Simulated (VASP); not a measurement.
# Ti (C2/c) in VASP: relaxation of the atoms with PBE

Aim: the relaxation of the atoms of Ti with PBE.

All numbers are computed with VASP 6.6.1; they aren't measurements. Logs are shortened: lines on timing, memory, paths and dates and some standing lists are left out, and cuts for length are marked.

## Step 1: The cell of the first run

It takes space group C2/c (No. 15, monoclinic). Conventional cell: a = 2.938 Å, b = 5.090 Å, c = 4.659 Å, α = 90.00°, β = 93.43°, γ = 90.00°. Within 3.7 Å of Ti (site symmetry 2) lie 12 Ti at 2.81 to 2.95 Å.

## Step 2: Relaxation of the atoms, PBE (shear of c along a, cell held: +6.0 %)

INCAR reads:

```
PREC     = Accurate       # precision mode
ENCUT    = 450            # plane-wave cutoff, eV
EDIFF    = 1E-7           # SCF threshold, eV
ISMEAR   = 0              # smearing method
SIGMA    = 0.1            # smearing width, eV
LREAL    = False          # projectors in reciprocal space
LASPH    = True           # aspherical terms in the spheres
NELM     = 120            # most SCF steps
ALGO     = Normal         # electronic algorithm
ISIF     = 2              # what is computed and relaxed
LWAVE    = False          # write WAVECAR
LCHARG   = False          # write CHGCAR
GGA      = PE             # functional
IBRION   = 2              # ionic algorithm
NSW      = 60             # ionic steps
EDIFFG   = -0.008         # ionic threshold
GGA_COMPAT= False        
NELMIN   = 4            
LUSENCCL = False
```

KPOINTS reads:

```
regular mesh
0
Gamma
  24 24 12
```

POSCAR reads:

```
Ti
1.0
    2.9384580613      0.0000000000      0.0000000000
   -1.4692290307      2.5447793291      0.0000000000
    0.2790380408      0.0000000000      4.6506340141
Ti
2
Direct
    0.3333333333      0.6666666667      0.2500000000
    0.6666666666      0.3333333333      0.7500000000
```

Potentials or basis: VASP PAW PBE potentials, release 64 (Ti_sv).

Launch:

```bash
> cat potpaw_PBE.64/Ti_sv/POTCAR > POTCAR
> mpirun -np 1 vasp_std > vasp.out
```

OUTCAR:

```text
PREC = Accurate
   ENCUT = 450
   EDIFF = 1E-7
   ISMEAR = 0
   LREAL = False
   LASPH = True
   NELM = 120
   ISIF = 2
   GGA = PE
   IBRION = 2
   NSW = 60
   EDIFFG = -0.008
   NELMIN = 4

 ion  position               nearest neighbor table
   1  0.333  0.667  0.250-   2 2.81   2 2.81   2 2.88   2 2.88
   2  0.667  0.333  0.750-   1 2.81   1 2.81   1 2.88   1 2.88

  LATTYP: Found a base centered monoclinic cell.
 ALAT       =     2.9384580613
 B/A-ratio  =     1.7320508076
 C/A-ratio  =     1.5855246315
 COS(beta)  =    -0.0598922907

  Lattice vectors:

 A1 = (  -1.4692290307,   2.5447793291,   0.0000000000)
 A2 = (  -1.4692290306,  -2.5447793291,   0.0000000000)
 A3 = (   0.2790380408,   0.0000000000,   4.6506340141)

Analysis of symmetry for initial positions (statically):
=====================================================================
 Subroutine PRICEL returns:
 Original cell was already a primitive cell.

 Routine SETGRP: Setting up the symmetry group for a
 base centered monoclinic supercell.

 Subroutine GETGRP returns: Found  4 space group operations
 (whereof  2 operations were pure point group operations)
 out of a pool of  4 trial point group operations.

The static configuration has the point symmetry S_2 .
 The point group associated with its full space group is C_2h.

Analysis of symmetry for dynamics (positions and initial velocities):
=====================================================================
 Subroutine PRICEL returns:
 Original cell was already a primitive cell.

 Routine SETGRP: Setting up the symmetry group for a
 base centered monoclinic supercell.

 Subroutine GETGRP returns: Found  4 space group operations
 (whereof  2 operations were pure point group operations)
 out of a pool of  4 trial point group operations.

The dynamic configuration has the point symmetry S_2 .
 The point group associated with its full space group is C_2h.

 Subroutine INISYM returns: Found  4 space group operations
 (whereof  2 operations are pure point group operations),
 and found     1 'primitive' translations

----------------------------------------------------------------------------------------

[... 82 lines left out ...]
 SYSTEM =  unknown system
   PREC   = accura    normal or accurate (medium, high low for compatibility)
   ISTART =      0    job   : 0-new  1-cont  2-samecut
   ICHARG =      2    charge: 1-file 2-atom 10-const
   ISPIN  =      1    spin polarized calculation?
   LNONCOLLINEAR =      F non collinear calculations
   LSORBIT =      F    spin-orbit coupling
   LASPH  =      T    aspherical Exc in radial PAW
   ENCUT  =  450.0 eV  33.07 Ry    5.75 a.u.   5.08  5.08  8.06*2*pi/ulx,y,z
   NELM   =    120;   NELMIN=  4; NELMDL= -5     # of ELM steps
   EDIFF  = 0.1E-06   stopping-criterion for ELM
   LREAL  =      F    real-space projection
   EDIFFG = -.8E-02   stopping-criterion for IOM
   NSW    =     60    number of steps for IOM
   IBRION =      2    ionic relax: 0-MD 1-quasi-New 2-CG
   NFREE  =      1    steps in history (QN), initial steepest desc. (CG)
   ISIF   =      2    stress and relaxation
   ISYM   =      2    0-nonsym 1-usesym 2-fastsym
   POTIM  = 0.5000    time-step for ionic-motion
   TEBEG  =    0.0;   TEEND  =   0.0 temperature during run
   PSTRESS=    0.0 pullay stress
   NELECT =      24.0000    total number of electrons
   NUPDOWN=      -1.0000    fix difference up-down
   EMIN   =  10.00;   EMAX   =-10.00  energy-range for DOS
   EFERMI =   0.00;   METHOD = LEGACY
   ISMEAR =     0;   SIGMA  =   0.10  broadening in eV -4-tet -1-fermi 0-gaus
   EFERMI_NEDOS =   21; number of points for ismear=-14 and -15
   IALGO  =     38    algorithm
   IMIX   =      4    mixing-type and parameters
     AMIX     =   0.40;   BMIX     =  1.00
     AMIX_MAG =   1.60;   BMIX_MAG =  1.00
  volume/ion in A,a.u.               =      17.39       117.34
  Fermi-wavevector in a.u.,A,eV,Ry     =   1.446721  2.733905 28.476998  2.093000
  Thomas-Fermi vector in A             =   2.564757
   LORBIT       =      0    0 simple, 1 ext, 2 COOP (PROOUT), +10 PAW based schemes
   GGA     = PE    functional components
   LHFCALC =     F    Hartree Fock is set to
   AEXX    =    0.0000 exact exchange contribution
   IVDW    =     0    specifies the selected vdW correction
   LEPSILON=     F    determine dielectric tensor
   LRPA    =     F    only Hartree local field effects (RPA)
 conjugate gradient relaxation of ions
 non-spin polarized calculation
 Gauss-broadening in eV      SIGMA  =   0.10
  energy-cutoff  :      450.00
  volume of cell :       34.78
 maximum number of plane-waves:       776
   NGX = 11   NGY = 11   NGZ = 17

 number of electron      24.0000004 magnetization

 Free energy of the ion-electron system (eV)
  ---------------------------------------------------
  ext. energy  EPLUGINS =         0.00000000
  ---------------------------------------------------
  free energy    TOTEN  =       -15.65584856 eV

  energy without entropy =      -15.64529877  energy(sigma->0) =      -15.65057366

 E-fermi :   8.3173     XC(G=0): -11.4910

 val. band max:        8.3150025518   @ k =  -0.2500   0.4583   0.4167
 cond. band min:       8.3178009858   @ k =   0.3750   0.2083   0.5000
 fundamental gap:      0.0027984340
 Fermi energy:         8.3172529816

 k-point     1 :       0.0000    0.0000    0.0000
  band No.  band energies     occupation
      1     -48.5317      2.00000
      2     -48.3930      2.00000
      3     -25.1242      2.00000
      4     -24.4834      2.00000
      5     -24.4781      2.00000
      6     -24.4213      2.00000
[... 433 lines left out ...]
      3     -24.9326      2.00000
      4     -24.8439      2.00000
      5     -24.7976      2.00000
      6     -24.6219      2.00000
[... 8 lines left out ...]
     15       9.5603      0.00000
     16      11.5579      0.00000

 [... further k-points ...]
[... 5 lines left out ...]
  --------------------------------------------------------------------------------------
  -------------------------------------------------------------------------------------
  Total       -0.1249197     -0.1752818     -0.1210625      0.0000000      0.0000000     -0.5453249
  in kB       -5.7551902     -8.0754279     -5.5774846      0.0000000      0.0000000    -25.1237314
  external PRESSURE =      -6.4693676 kB  Pullay stress =       0.0000000 kB

 VOLUME and BASIS-vectors are now :
 -----------------------------------------------------------------------------
  energy-cutoff  :      450.00
  volume of cell :       34.78
      direct lattice vectors                 reciprocal lattice vectors
     2.938458061  0.000000000  0.000000000     0.340314539  0.196480691 -0.020418872
    -1.469229031  2.544779329  0.000000000     0.000000000  0.392961381  0.000000000
     0.279038041  0.000000000  4.650634014     0.000000000 -0.000000000  0.215024445

 POSITION                                       TOTAL-FORCE (eV/Angst)
 -----------------------------------------------------------------------------------
      0.06976      1.69652      1.16266        -0.000000      0.006049     -0.000000
      1.67851      0.84826      3.48798         0.000000     -0.006049      0.000000
 -----------------------------------------------------------------------------------
    total drift:                                0.000000      0.000000      0.000000

  FREE ENERGIE OF THE ION-ELECTRON SYSTEM (eV)
  ---------------------------------------------------
  free  energy   TOTEN  =       -15.6558485559 eV

  energy  without entropy=      -15.6452987695  energy(sigma->0) =      -15.65057366

 reached required accuracy - stopping structural energy minimisation
```

Wall time 44 min (1 × NVIDIA H100 80GB with 1 thread of AMD EPYC 7R13 (Zen 3), shared host); peak memory 1.8 GiB.

What came out:

| Quantity | Value |
| --- | --- |
| Free energy | -15.6558 eV |
| Pressure after relaxing | -0.6 GPa |
| Largest force after relaxing | 0.006 eV/Å |
| Band gap on the k mesh | zero (bands 12 and 13 overlap by 1.18 eV) |

Forces on the atoms (eV/Å):
```
Ti   0.000  0.006  0.000
Ti   0.000 -0.006  0.000
```

Stress tensor (GPa, compression positive):
```
-0.58  0.00 -2.51
 0.00 -0.81  0.00
-2.51  0.00 -0.56
```

Final structure:
```yaml
crystal:
  lattice:
    - [2.93846, 0.00000, 0.00000]
    - [-1.46923, 2.54478, 0.00000]
    - [0.27904, 0.00000, 4.65063]
  atoms:
    - { symbol: Ti, position: [0.33333, 0.66667, 0.25000] }
    - { symbol: Ti, position: [0.66667, 0.33333, 0.75000] }
```

Caveat: the cell differs from its parent crystal (shear of c along a, cell held: +6.0 %); the relaxation stopped at its first step, so nothing moved.
